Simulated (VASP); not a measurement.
# Zn (C2/m) in VASP: single point with PBE

Aim: the single point of Zn with PBE.

All numbers are computed with VASP 6.6.1; they aren't measurements. Logs are shortened: lines on timing, memory, paths and dates and some standing lists are left out, and cuts for length are marked.

## (1) The cell of the first run

It takes space group C2/m (No. 12, monoclinic). The conventional cell has a = 4.616 Å, b = 2.665 Å, c = 4.948 Å, α = 90.00°, β = 92.29°, γ = 90.00°. Zn (site symmetry m) has 12 Zn at 2.66 to 2.97 Å within 3.5 Å.

## (2) Single point, PBE (strain -0.0400 x Voigt [0, 0, 0, 1, 0, 0])

File INCAR:

```
SYSTEM = Zn
PREC = Accurate
ENCUT = 520
EDIFF = 1E-7
ISMEAR = 0
SIGMA = 0.15
LREAL = .False.
LASPH = .True.
NELM = 100
ALGO = Fast
ISIF = 2
LWAVE = .False.
LCHARG = .False.
GGA = PE
NBANDS = 19
```

File KPOINTS:

```
regular mesh
0
Gamma
  21 21 10
  0 0 0
```

File POSCAR:

```
Zn
1.0
    2.6647980532      0.0000000000      0.0000000000
   -1.3323990266      2.3077828100     -0.0461556562
    0.0000000000     -0.0989340000      4.9467000000
Zn
2
Direct
    0.3333333333      0.6666666667      0.2500000000
    0.6666666667      0.3333333333      0.7500000000
```

Potentials or basis: VASP PAW PBE potentials, release 64 (Zn).

Run with:

```
cat potpaw_PBE.64/Zn/POTCAR > POTCAR
mpirun -np 1 vasp_std > vasp.out
```

OUTCAR:

```text
SYSTEM = Zn
   PREC = Accurate
   ENCUT = 520
   EDIFF = 1E-7
   ISMEAR = 0
   LREAL = .False.
   LASPH = .True.
   NELM = 100
   ISIF = 2
   GGA = PE

 ion  position               nearest neighbor table
   1  0.333  0.667  0.250-   2 2.86   2 2.89   2 2.89   2 2.94   2 2.94   2 2.97
   2  0.667  0.333  0.750-   1 2.86   1 2.89   1 2.89   1 2.94   1 2.94   1 2.97

  LATTYP: Found a base centered monoclinic cell.
 ALAT       =     4.6164886408
 B/A-ratio  =     0.5772348338
 C/A-ratio  =     1.0717429687
 COS(beta)  =    -0.0399840064

  Lattice vectors:

 A1 = (   1.3323990266,   2.3077828100,  -0.0461556562)
 A2 = (  -1.3323990266,   2.3077828100,  -0.0461556562)
 A3 = (   0.0000000000,  -0.0989340000,   4.9467000000)

Analysis of symmetry for initial positions (statically):
=====================================================================
 Subroutine PRICEL returns:
 Original cell was already a primitive cell.

 Routine SETGRP: Setting up the symmetry group for a
 base centered monoclinic supercell.

 Subroutine GETGRP returns: Found  4 space group operations
 (whereof  4 operations were pure point group operations)
 out of a pool of  4 trial point group operations.

The static configuration has the point symmetry C_2h.

Analysis of symmetry for dynamics (positions and initial velocities):
=====================================================================
 Subroutine PRICEL returns:
 Original cell was already a primitive cell.

 Routine SETGRP: Setting up the symmetry group for a
 base centered monoclinic supercell.

 Subroutine GETGRP returns: Found  4 space group operations
 (whereof  4 operations were pure point group operations)
 out of a pool of  4 trial point group operations.

The dynamic configuration has the point symmetry C_2h.

 Subroutine INISYM returns: Found  4 space group operations
 (whereof  4 operations are pure point group operations),
 and found     1 'primitive' translations

----------------------------------------------------------------------------------------

                                     Primitive cell

  volume of cell :      30.4089

  direct lattice vectors                    reciprocal lattice vectors
     2.664798053  0.000000000  0.000000000     0.375262958  0.216744868  0.004334897
[... 80 lines left out ...]
   ISPIN  =      1    spin polarized calculation?
   LNONCOLLINEAR =      F non collinear calculations
   LSORBIT =      F    spin-orbit coupling
   LASPH  =      T    aspherical Exc in radial PAW
   ENCUT  =  520.0 eV  38.22 Ry    6.18 a.u.   4.95  4.96  9.20*2*pi/ulx,y,z
   NELM   =    100;   NELMIN=  2; NELMDL= -5     # of ELM steps
   EDIFF  = 0.1E-06   stopping-criterion for ELM
   LREAL  =      F    real-space projection
   EDIFFG = 0.1E-05   stopping-criterion for IOM
   NSW    =      0    number of steps for IOM
   IBRION =     -1    ionic relax: 0-MD 1-quasi-New 2-CG
   NFREE  =      0    steps in history (QN), initial steepest desc. (CG)
   ISIF   =      2    stress and relaxation
   ISYM   =      2    0-nonsym 1-usesym 2-fastsym
   POTIM  = 0.5000    time-step for ionic-motion
   TEBEG  =    0.0;   TEEND  =   0.0 temperature during run
   PSTRESS=    0.0 pullay stress
   NELECT =      24.0000    total number of electrons
   NUPDOWN=      -1.0000    fix difference up-down
   EMIN   =  10.00;   EMAX   =-10.00  energy-range for DOS
   EFERMI =   0.00;   METHOD = LEGACY
   ISMEAR =     0;   SIGMA  =   0.15  broadening in eV -4-tet -1-fermi 0-gaus
   EFERMI_NEDOS =   21; number of points for ismear=-14 and -15
   IALGO  =     68    algorithm
   IMIX   =      4    mixing-type and parameters
     AMIX     =   0.40;   BMIX     =  1.00
     AMIX_MAG =   1.60;   BMIX_MAG =  1.00
  volume/ion in A,a.u.               =      15.20       102.60
  Fermi-wavevector in a.u.,A,eV,Ry     =   1.512905  2.858975 31.142110  2.288880
  Thomas-Fermi vector in A             =   2.622767
   LORBIT       =      0    0 simple, 1 ext, 2 COOP (PROOUT), +10 PAW based schemes
   GGA     = PE    functional components
   LHFCALC =     F    Hartree Fock is set to
   AEXX    =    0.0000 exact exchange contribution
   IVDW    =     0    specifies the selected vdW correction
   LEPSILON=     F    determine dielectric tensor
   LRPA    =     F    only Hartree local field effects (RPA)
 non-spin polarized calculation
 RMM-DIIS sequential band-by-band and
 Gauss-broadening in eV      SIGMA  =   0.15
  energy-cutoff  :      520.00
  volume of cell :       30.41
 maximum number of plane-waves:       838
   NGX =  9   NGY =  9   NGZ = 19

 number of electron      24.0000008 magnetization

 Free energy of the ion-electron system (eV)
  ---------------------------------------------------
  ext. energy  EPLUGINS =         0.00000000
  ---------------------------------------------------
  free energy    TOTEN  =        -2.21118972 eV

  energy without entropy =       -2.20610891  energy(sigma->0) =       -2.20864932

 E-fermi :   3.1566     XC(G=0): -11.5534

 val. band max:        3.1561105528   @ k =   0.0000   0.4762   0.5000
 cond. band min:       3.1671156792   @ k =   0.0476   0.2857   0.0000
 fundamental gap:      0.0110051264
 Fermi energy:         3.1566128393

 k-point     1 :       0.0000    0.0000    0.0000
  band No.  band energies     occupation
      1      -7.2890      2.00000
      2      -5.4915      2.00000
      3      -4.8027      2.00000
      4      -4.5694      2.00000
      5      -4.5691      2.00000
      6      -4.5207      2.00000
[... 505 lines left out ...]
      6      -4.3908      2.00000
[... 11 lines left out ...]
     18      17.9728      0.00000
     19      18.4491      0.00000

 [... further k-points ...]

------------------------ aborting loop because EDIFF is reached ----------------------------------------

  FORCE on cell =-STRESS in cart. coord.  units (eV):
  Direction    XX          YY          ZZ          XY          YZ          ZX
  --------------------------------------------------------------------------------------
  -------------------------------------------------------------------------------------
  Total       -0.1604451     -0.0295694      0.2671075      0.0000000      0.2079269      0.0000000
  in kB       -8.4534868     -1.5579448     14.0732916      0.0000000     10.9551983      0.0000000
  external PRESSURE =       1.3539534 kB  Pullay stress =       0.0000000 kB

 VOLUME and BASIS-vectors are now :
 -----------------------------------------------------------------------------
  energy-cutoff  :      520.00
  volume of cell :       30.41
      direct lattice vectors                 reciprocal lattice vectors
     2.664798053  0.000000000  0.000000000     0.375262958  0.216744868  0.004334897
    -1.332399027  2.307782810 -0.046155656     0.000000000  0.433489736  0.008669795
     0.000000000 -0.098934000  4.946700000     0.000000000  0.004044717  0.202235866

 POSITION                                       TOTAL-FORCE (eV/Angst)
 -----------------------------------------------------------------------------------
     -0.00000      1.51379      1.20590         0.000000     -0.007255     -0.000343
      1.33240      0.69506      3.69464        -0.000000      0.007255      0.000343
 -----------------------------------------------------------------------------------
    total drift:                                0.000000     -0.000000      0.000000

  FREE ENERGIE OF THE ION-ELECTRON SYSTEM (eV)
  ---------------------------------------------------
  free  energy   TOTEN  =        -2.2111897225 eV

  energy  without entropy=       -2.2061089119  energy(sigma->0) =       -2.20864932
```

It took 16 min on 1 thread of Oxide Virtual Turin-like, shared host; peak memory 0.55 GiB.

Results:

* Free energy: -2.2112 eV
* Pressure: 0.1 GPa
* Largest force: 0.007 eV/Å
* Band gap on the k mesh: zero (band 12 reaches 4.61 eV, above the bottom of band 13 at 0.08 eV)

Forces on the atoms (eV/Å):
```
Zn   0.000 -0.007  0.000
Zn   0.000  0.007  0.000
```

Stress tensor (GPa, compression positive):
```
-0.85  0.00  0.00
 0.00 -0.16  1.10
 0.00  1.10  1.41
```

Levels at points of the mesh, in eV from the Fermi level:
```csv
k point,band 10,band 11,band 12,band 13,band 14,band 15
"(0.00, 0.00, 0.00)",-7.14,-7.14,-3.67,-3.07,13.60,17.23
"(0.00, 0.00, 0.50)",-7.25,-7.20,-7.20,4.56,4.56,18.33
```

Caveat: the cell differs from its parent crystal (strain -0.0400 x Voigt [0, 0, 0, 1, 0, 0]).
